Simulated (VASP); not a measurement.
# Te (P3_221) in VASP: settings compared

Te is run at these levels: r2SCAN+rVV10, LDA; tasks: single point.

Program: VASP 6.6.1. These are calculated values, not measurements. Logs are shortened: lines on timing, memory, paths and dates and some standing lists are left out, and cuts for length are marked.

### 1 The cell of the first run

The structure is trigonal, space group P3_221 (No. 154). Conventional cell: a = 4.447 Å, b = 4.447 Å, c = 5.915 Å, α = 90.00°, β = 90.00°, γ = 120.00°. Within 3.8 Å of Te (site symmetry 2) lie 6 Te at 2.86 to 3.46 Å.

### 2 Single point, r2SCAN+rVV10, non-collinear spin, zero start, spin-orbit coupling

Contents of POSCAR:

```
Te
1.0
    4.4469300000      0.0000000000      0.0000000000
   -2.2234650000      3.8511543489      0.0000000000
    0.0000000000      0.0000000000      5.9149200000
Te
3
Direct
    0.7310000000      0.7310000000      0.5000000000
    0.0000000000      0.2690000000      0.8333333333
    0.2690000000      0.0000000000      0.1666666667
```

Contents of INCAR.step1:

```
ALGO     = Normal         # electronic algorithm
EDIFF    = 1E-5           # SCF threshold, eV
ENCUT    = 550            # plane-wave cutoff, eV
GGA      = PE             # functional
GGA_COMPAT= F            
ISMEAR   = -1             # smearing method
LASPH    = T              # aspherical terms in the spheres
LCHARG   = F              # write CHGCAR
LREAL    = F              # projectors in reciprocal space
LSORBIT  = T              # spin-orbit coupling
LWAVE    = T              # write WAVECAR
MAGMOM   = 0 0 0 0 0 0 0 0 0 # initial moments
NBANDS   = 31             # bands
NELM     = 200            # most SCF steps
PREC     = Accurate       # precision mode
SIGMA    = 0.1            # smearing width, eV
```

Contents of INCAR.step2:

```
ALGO     = Normal         # electronic algorithm
BPARAM   = 11.95        
CPARAM   = 0.0093       
EDIFF    = 1E-6           # SCF threshold, eV
ENCUT    = 550            # plane-wave cutoff, eV
GGA_COMPAT= F            
ISIF     = 2              # what is computed and relaxed
ISMEAR   = -1             # smearing method
ISTART   = 1            
IVDW_NL  = 2            
LASPH    = T              # aspherical terms in the spheres
LCHARG   = T              # write CHGCAR
LMIXTAU  = T            
LORBIT   = 11             # projections on sites
LORBMOM  = T            
LREAL    = F              # projectors in reciprocal space
LSORBIT  = T              # spin-orbit coupling
LUSE_VDW = T            
LVHAR    = T            
LWAVE    = F              # write WAVECAR
MAGMOM   = 0 0 0 0 0 0 0 0 0 # initial moments
METAGGA  = R2SCAN         # meta-GGA
NBANDS   = 31             # bands
NELM     = 200            # most SCF steps
PREC     = Accurate       # precision mode
SIGMA    = 0.1            # smearing width, eV
```

Contents of KPOINTS:

```
k-points
0
Gamma
  7 7 5
```

Potentials or basis: VASP PAW PBE potentials, release 64 (Te).

The run is started by

```sh
$ cat potpaw_PBE.64/Te/POTCAR > POTCAR
$ cp INCAR.step1 INCAR
$ mpirun -np 1 vasp_ncl > vasp.out
$ cp INCAR.step2 INCAR
$ mpirun -np 1 vasp_ncl > vasp.out
```

OUTCAR:

```text
BPARAM = 11.95
   EDIFF = 1E-6
   ENCUT = 550
   ISIF = 2
   ISMEAR = -1
   ISTART = 1
   IVDW_NL = 2
   LASPH = T
   LORBIT = 11
   LREAL = F
   LSORBIT = T
   METAGGA = R2SCAN
   NELM = 200
   PREC = Accurate

 ion  position               nearest neighbor table
   1  0.731  0.731  0.500-   3 2.86   2 2.86   3 3.46   2 3.46   2 3.46   3 3.46
   2  0.000  0.269  0.833-   1 2.86   3 2.86   1 3.46   1 3.46   3 3.46   3 3.46
   3  0.269  0.000  0.167-   1 2.86   2 2.86   1 3.46   1 3.46   2 3.46   2 3.46

  LATTYP: Found a hexagonal cell.
 ALAT       =     4.4469300000
 C/A-ratio  =     1.3301131342

  Lattice vectors:

 A1 = (   4.4469300000,   0.0000000000,   0.0000000000)
 A2 = (  -2.2234650000,   3.8511543489,   0.0000000000)
 A3 = (   0.0000000000,   0.0000000000,   5.9149200000)

Analysis of symmetry for initial positions (statically):
=====================================================================
 Subroutine PRICEL returns:
 Original cell was already a primitive cell.

 Routine SETGRP: Setting up the symmetry group for a
 hexagonal supercell.

 Subroutine GETGRP returns: Found  6 space group operations
 (whereof  2 operations were pure point group operations)
 out of a pool of 24 trial point group operations.

The static configuration has the point symmetry C_2 .
 The point group associated with its full space group is D_3 .

Analysis of symmetry for dynamics (positions and initial velocities):
=====================================================================
 Subroutine PRICEL returns:
 Original cell was already a primitive cell.

 Routine SETGRP: Setting up the symmetry group for a
 hexagonal supercell.

 Subroutine GETGRP returns: Found  6 space group operations
 (whereof  2 operations were pure point group operations)
 out of a pool of 24 trial point group operations.

The dynamic configuration has the point symmetry C_2 .
 The point group associated with its full space group is D_3 .

Analysis of structural, dynamic, and magnetic symmetry:
=====================================================================
 Subroutine PRICEL returns:
 Original cell was already a primitive cell.

 Routine SETGRP: Setting up the symmetry group for a
 hexagonal supercell.

 Subroutine GETGRP returns: Found  6 space group operations
 (whereof  2 operations were pure point group operations)
 out of a pool of 24 trial point group operations.

The overall configuration has the point symmetry C_2 .
 The point group associated with its full space group is D_3 .

 Subroutine INISYM returns: Found  6 space group operations
 (whereof  2 operations are pure point group operations),
 and found     1 'primitive' translations

----------------------------------------------------------------------------------------

                                     Primitive cell

  volume of cell :     101.2978

  direct lattice vectors                    reciprocal lattice vectors
     4.446930000  0.000000000  0.000000000     0.224874239  0.129831202  0.000000000
    -2.223465000  3.851154349  0.000000000     0.000000000  0.259662405  0.000000000
     0.000000000  0.000000000  5.914920000     0.000000000  0.000000000  0.169063994

  length of vectors
     4.446930000  4.446930000  5.914920000     0.259662405  0.259662405  0.169063994

  position of ions in fractional coordinates (direct lattice)
     0.731000000  0.731000000  0.500000000
     1.000000000  0.269000000  0.833333333
     0.269000000  0.000000000  0.166666667

  ion indices of the primitive-cell ions
   primitive index   ion index
                 1           1
                 2           2
                 3           3

----------------------------------------------------------------------------------------

 KPOINTS: k-points

Automatic generation of k-mesh.
 Grid dimensions read from file:
 generate k-points for:    7    7    5

 Generating k-lattice:
[... 102 lines left out ...]

 number of electron      17.9999999 magnetization       0.0000000     -0.0000000      0.0000000

 number of electron      17.9999999 magnetization       0.0000000     -0.0000000     -0.0000000

 Free energy of the ion-electron system (eV)
  ---------------------------------------------------
  ext. energy  EPLUGINS =         0.00000000
  ---------------------------------------------------
  free energy    TOTEN  =       -76.06388370 eV

  energy without entropy =      -76.05892175  energy(sigma->0) =      -76.06140273

 E-fermi :   6.0988     XC(G=0):  -9.5679

 val. band max:        5.8203318943   @ k =   0.2857   0.2857   0.4000
 cond. band min:       6.3002612700   @ k =   0.0000   0.0000   0.4000
 fundamental gap:      0.4799293757
 Fermi energy:         6.0987661889

 k-point     1 :       0.0000    0.0000    0.0000
  band No.  band energies     occupation
      1      -8.3447      1.00000
      2      -8.3447      1.00000
      3      -4.7952      1.00000
      4      -4.7952      1.00000
      5      -4.7941      1.00000
      6      -4.7941      1.00000
[... 781 lines left out ...]
     29      13.1949      0.00000
     30      13.2202      0.00000

 [... further k-points ...]

 [bands above 30 left out]

------------------------ aborting loop because EDIFF is reached ----------------------------------------

  FORCE on cell =-STRESS in cart. coord.  units (eV):
  Direction    XX          YY          ZZ          XY          YZ          ZX
  --------------------------------------------------------------------------------------
  -------------------------------------------------------------------------------------
  Total        0.3799180      0.3799180      0.7246392     -0.0000000     -0.0000000      0.0000000
  in kB        6.0089744      6.0089744     11.4612591     -0.0000000     -0.0000000      0.0000000
  external PRESSURE =       7.8264026 kB  Pullay stress =       0.0000000 kB

 VOLUME and BASIS-vectors are now :
 -----------------------------------------------------------------------------
  energy-cutoff  :      550.00
  volume of cell :      101.30
      direct lattice vectors                 reciprocal lattice vectors
     4.446930000  0.000000000  0.000000000     0.224874239  0.129831202  0.000000000
    -2.223465000  3.851154349  0.000000000     0.000000000  0.259662405  0.000000000
     0.000000000  0.000000000  5.914920000     0.000000000  0.000000000  0.169063994

 POSITION                                       TOTAL-FORCE (eV/Angst)
 -----------------------------------------------------------------------------------
      1.62535      2.81519      2.95746        -0.016950     -0.029358     -0.000000
     -0.59811      1.03596      4.92910        -0.016950      0.029358     -0.000000
      1.19622      0.00000      0.98582         0.033899     -0.000000      0.000000
 -----------------------------------------------------------------------------------
    total drift:                                0.000000      0.000000      0.000000

  FREE ENERGIE OF THE ION-ELECTRON SYSTEM (eV)
  ---------------------------------------------------
  free  energy   TOTEN  =       -76.0638837045 eV

  energy  without entropy=      -76.0589217525  energy(sigma->0) =      -76.06140273

 orbital moment (x)

 # of ion     p       d       tot
 ----------------------------------------
  1         0.000   0.000   0.000
  2         0.000   0.000   0.000
  3        -0.000  -0.000  -0.000
 ----------------------------------------
            0.000   0.000   0.000

 orbital moment (y)

 # of ion     p       d       tot
 ----------------------------------------
  1         0.000   0.000   0.000
  2        -0.000  -0.000  -0.000
  3         0.000  -0.000  -0.000
 ----------------------------------------
           -0.000  -0.000  -0.000

 orbital moment (z)

 # of ion     p       d       tot
 ----------------------------------------
  1         0.000   0.000   0.000
  2         0.000  -0.000  -0.000
  3         0.000   0.000   0.000
 ----------------------------------------
            0.000   0.000   0.000

 Spin-Orbit-Coupling matrix elements

 Ion:    1  E_soc:     -0.2180548
 l=   1
     0.0000000    -0.0351237    -0.0366644
    -0.0351237     0.0000000    -0.0369280
    -0.0366644    -0.0369280     0.0000000
 l=   2
     0.0000000    -0.0000172     0.0000000    -0.0000193    -0.0000423
    -0.0000172     0.0000000    -0.0000855    -0.0000512    -0.0000180
     0.0000000    -0.0000855     0.0000000    -0.0000551     0.0000000
    -0.0000193    -0.0000512    -0.0000551     0.0000000    -0.0000228
    -0.0000423    -0.0000180     0.0000000    -0.0000228     0.0000000
 l=   3
     0.0000000     0.0000000     0.0000000     0.0000000     0.0000000     0.0000000     0.0000000
     0.0000000     0.0000000     0.0000000     0.0000000     0.0000000     0.0000000     0.0000000
     0.0000000     0.0000000     0.0000000     0.0000000     0.0000000     0.0000000     0.0000000
     0.0000000     0.0000000     0.0000000     0.0000000     0.0000000     0.0000000     0.0000000
[... 29 lines left out ...]
 l=   2
     0.0000000    -0.0000236     0.0000000    -0.0000194    -0.0000423
    -0.0000236     0.0000000    -0.0000400    -0.0000512    -0.0000220
     0.0000000    -0.0000400     0.0000000    -0.0001006     0.0000000
    -0.0000194    -0.0000512    -0.0001006     0.0000000    -0.0000124
    -0.0000423    -0.0000220     0.0000000    -0.0000124     0.0000000
 l=   3
     0.0000000     0.0000000     0.0000000     0.0000000     0.0000000     0.0000000     0.0000000
     0.0000000     0.0000000     0.0000000     0.0000000     0.0000000     0.0000000     0.0000000
     0.0000000     0.0000000     0.0000000     0.0000000     0.0000000     0.0000000     0.0000000
     0.0000000     0.0000000     0.0000000     0.0000000     0.0000000     0.0000000     0.0000000
     0.0000000     0.0000000     0.0000000     0.0000000     0.0000000     0.0000000     0.0000000
     0.0000000     0.0000000     0.0000000     0.0000000     0.0000000     0.0000000     0.0000000
     0.0000000     0.0000000     0.0000000     0.0000000     0.0000000     0.0000000     0.0000000

 total charge

# of ion       s       p       d       tot
------------------------------------------
    1        1.436   1.838   0.045   3.318
    2        1.436   1.838   0.045   3.318
    3        1.436   1.838   0.045   3.318
--------------------------------------------------
tot          4.308   5.513   0.134   9.955

 magnetization (x)

# of ion       s       p       d       tot
------------------------------------------
    1        0.000   0.000   0.000   0.000
    2        0.000   0.000   0.000   0.000
    3       -0.000  -0.000  -0.000  -0.000
--------------------------------------------------
tot          0.000  -0.000  -0.000  -0.000

 magnetization (y)

# of ion       s       p       d       tot
------------------------------------------
    1        0.000   0.000   0.000   0.000
    2       -0.000  -0.000  -0.000  -0.000
    3        0.000   0.000  -0.000  -0.000
--------------------------------------------------
tot          0.000   0.000   0.000   0.000

 magnetization (z)

# of ion       s       p       d       tot
------------------------------------------
    1        0.000   0.000  -0.000  -0.000
    2        0.000   0.000  -0.000   0.000
    3       -0.000  -0.000   0.000  -0.000
--------------------------------------------------
tot         -0.000   0.000  -0.000   0.000
```

It took 20 min on 1 thread of Intel Xeon 6975P-C (Granite Rapids), shared host; peak memory 1 GiB.

What came out:

* Free energy: -76.0639 eV
* Pressure: 0.8 GPa
* Largest force: 0.034 eV/Å
* Net moment: 0.00 μB per cell
* Valence electrons inside the program's atomic spheres: Te 3.32

Forces on the atoms (eV/Å):
```
Te  -0.017 -0.029  0.000
Te  -0.017  0.029  0.000
Te   0.034  0.000  0.000
```

Moments on the atoms (μB; x, y, z):
```
Te  0.00 0.00 0.00
Te  0.00 0.00 0.00
Te  0.00 0.00 0.00
```

Caveat: the PAW data sets were made with another functional, which shifts forces and pressure a little.

### 3 Single point, LDA, non-collinear spin, zero start, spin-orbit coupling

This run uses another cell than the first one, of 32.42 Å³/atom.

Contents of INCAR:

```
SYSTEM = Te
ALGO = Normal
EDIFF = 1E-7
ENCUT = 520
GGA = CA
GGA_COMPAT = .FALSE.
ISIF = 2
ISMEAR = -5
LASPH = .TRUE.
LCHARG = .FALSE.
LORBIT = 11
LORBMOM = .TRUE.
LREAL = .FALSE.
LSORBIT = .TRUE.
LWAVE = .FALSE.
MAGMOM = 0 0 0 0 0 0 0 0 0
NBANDS = 31
NELM = 150
PREC = Accurate
SIGMA = 0.1
```

Contents of KPOINTS:

```
k-points
0
G
  7 7 5
  0 0 0
```

Contents of POSCAR:

```
Te
1.0
    4.3868289839      0.0000000000      0.0000000000
   -2.1934144919      3.7991053421      0.0000000000
    0.0000000000      0.0000000000      5.8349788491
Te
3
Direct
    0.7310000000      0.7310000000      0.5000000000
    0.0000000000      0.2690000000      0.8333333333
    0.2690000000      0.0000000000      0.1666666667
```

Potentials or basis: VASP PAW LDA potentials, release 64 (Te).

The run is started by

```sh
$ cat potpaw_LDA.64/Te/POTCAR > POTCAR
$ mpirun -np 1 vasp_ncl > vasp.out
```

Wall time 3.9 min (1 thread of Intel Xeon Platinum 8124M at 3.00GHz (Skylake/Cascade Lake), shared host); peak memory 0.46 GiB.

Results (log left out):

- Free energy: -11.7238 eV
- Pressure: 0.8 GPa
- Largest force: 0.364 eV/Å
- Net moment: 0.00 μB per cell
- Valence electrons inside the program's atomic spheres: Te 3.33

Forces on the atoms (eV/Å):
```
Te  -0.182 -0.316  0.000
Te  -0.182  0.316  0.000
Te   0.364  0.000  0.000
```

Stress tensor (GPa, compression positive):
```
0.34 0.00 0.00
0.00 0.34 0.00
0.00 0.00 1.77
```

Moments on the atoms (μB; x, y, z):
```
Te  0.00 0.00 0.00
Te  0.00 0.00 0.00
Te  0.00 0.00 0.00
```

(Continued in part 2 of 2.)
